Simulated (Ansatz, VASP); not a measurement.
# GaP in VASP and in Ansatz

Contents of POSCAR:

```
GaP
1.0
    0.0000000000      2.5072300000      2.6162400000
    2.5072300000      0.0000000000      2.6162400000
    2.5072300000      2.5072300000      0.0000000000
Ga P
1 1
Direct
    0.0000000000      0.0000000000      0.0000000000
    0.7500000000      0.7500000000      0.7500000000
```

Contents of INCAR.step1:

```
SYSTEM = GaP
PREC = Accurate ; ENCUT = 520
ISMEAR = 0 ; SIGMA = 0.05
LREAL = .False. ; LASPH = .True.
NELM = 80 ; NBANDS = 16
GGA = PE ; ALGO = Normal
EDIFF = 1E-4 ; LWAVE = .True.
LCHARG = .False.
```

File INCAR.step2:

```
SYSTEM = GaP
PREC = Accurate ; ENCUT = 520
EDIFF = 1E-6 ; ISMEAR = 0
SIGMA = 0.05 ; LREAL = .False.
LASPH = .True. ; NELM = 80
ALGO = Normal ; ISIF = 2
LWAVE = .False. ; LCHARG = .False.
METAGGA = R2SCAN ; LMIXTAU = .True.
NBANDS = 16 ; ISTART = 1
```

File KPOINTS:

```
Automatic mesh
0
Gamma
  8 8 8
  0 0 0
```

Input for Ansatz:

```yaml
crystal:
  lattice:
    - [0.0, 2.50723, 2.61624]
    - [2.50723, 0.0, 2.61624]
    - [2.50723, 2.50723, 0.0]
  atoms:
    - { symbol: Ga, position: [0.0, 0.0, 0.0] }
    - { symbol: P, position: [0.75, 0.75, 0.75] }
basis:
  ecutwfc: 500
kpoints:
  mp_grid: { grid: [8, 8, 8] }
hamiltonian:
  xc: r2scan
scf:
  occupations: { method: gaussian, width: 0.05 }
output:
  forces: true
  stress: true
  eigenvalues: true
```

Change from the starting cell: strain -0.080 along x and y, -0.040 along z, atoms carried along.

Alike in both runs: task single point; functional r2SCAN; k mesh 8 × 8 × 8; occupations gaussian, width 0.05 eV; no spin polarisation.

|  | VASP | Ansatz |
| --- | --- | --- |
| version | VASP 6.6.1 | Ansatz 0.2.0 |
| potentials or method | VASP PAW PBE potentials, release 64 (Ga_d, P), cutoff 520 eV | scalar-relativistic, plane waves, PAW |
| valence electrons in the cell | 18 | 18 |

|  | VASP | Ansatz | Ansatz less VASP |
| --- | --- | --- | --- |
| gap on the k mesh at the Fermi level (eV) | 1.17 | 1.17 | -0.002 |
| least direct gap on the mesh (eV) | 3.90 | 3.90 | -0.010 |
| pressure (GPa) | 28.4 | 28.5 | +0.06 |
| traceless stress, the component that is largest in VASP (GPa) | -2.43 | -2.42 | +0.009 |

VASP's potentials were made for PBE, not for r2SCAN. Both programs put the cell under a high pressure, so it lies far from rest at this level. The functional is the same, so the differences come from potentials, cutoffs and numerics.
